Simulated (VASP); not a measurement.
Mn: single point with PBE

The system is Mn.

```
CELL_PARAMETERS angstrom
-1.44064 1.44064 1.44064
1.44064 -1.44064 1.44064
1.44064 1.44064 -1.44064
ATOMIC_POSITIONS crystal
Mn 0.00000 0.00000 0.00000
```

```
Program                : VASP 6.6.1
Task                   : single point
Functional             : PBE
Potentials or basis    : VASP PAW PBE potentials, release 64 (Mn_pv)
Cutoff                 : 500 eV
k mesh                 : 8 × 8 × 8
Occupations            : fermi-dirac, width 0.1 eV
Spin                   : collinear spin, ferromagnetic start
Starting moments       : [1.08] μB
Dipole correction      : no
Further INCAR settings : ALGO = Normal; EDIFF = 1e-06; NBANDS = 16
```

| Quantity | Value |
| --- | --- |
| Pressure | -18.3 GPa |
| Band gap on the k mesh | zero (filled and empty bands overlap) |
| Net moment | 0.96 μB per cell |
| Site moments | Mn +0.98 μB |
| Valence electrons inside the program's atomic spheres | Mn 11.79 |

Levels at points of the mesh, in eV from the Fermi level:
Spin up:
```tsv
k point	band 5	band 6	band 7	band 8	band 9	band 10
(0.00, 0.00, 0.00)	-1.55	-1.55	-1.55	-0.10	-0.10	23.03
(0.50, 0.00, 0.00)	-2.77	-0.06	0.14	0.67	1.42	8.08
(0.50, 0.50, 0.50)	-4.33	1.12	1.12	1.12	9.85	9.85
```
Spin down:
```tsv
k point	band 2	band 3	band 4	band 5	band 6	band 7	band 8	band 9	band 10	band 11
(0.00, 0.00, 0.00)	-47.21	-47.21	-7.92	-0.77	-0.77	-0.77	1.17	1.17	22.94	22.94
(0.50, 0.00, 0.00)	-47.39	-47.22	-3.92	-2.07	0.74	1.08	1.43	2.33	8.68	17.33
(0.50, 0.50, 0.50)	-47.60	-47.60	-3.50	-3.50	2.01	2.01	2.01	9.97	9.97	9.97
```

Run time: 11 s on 1 thread of Intel(R) Xeon(R) Platinum 8488C (Sapphire Rapids) (shared host), peak memory 0.12 GiB.

Caveat: the k points lie up to 0.39 Å⁻¹ apart.
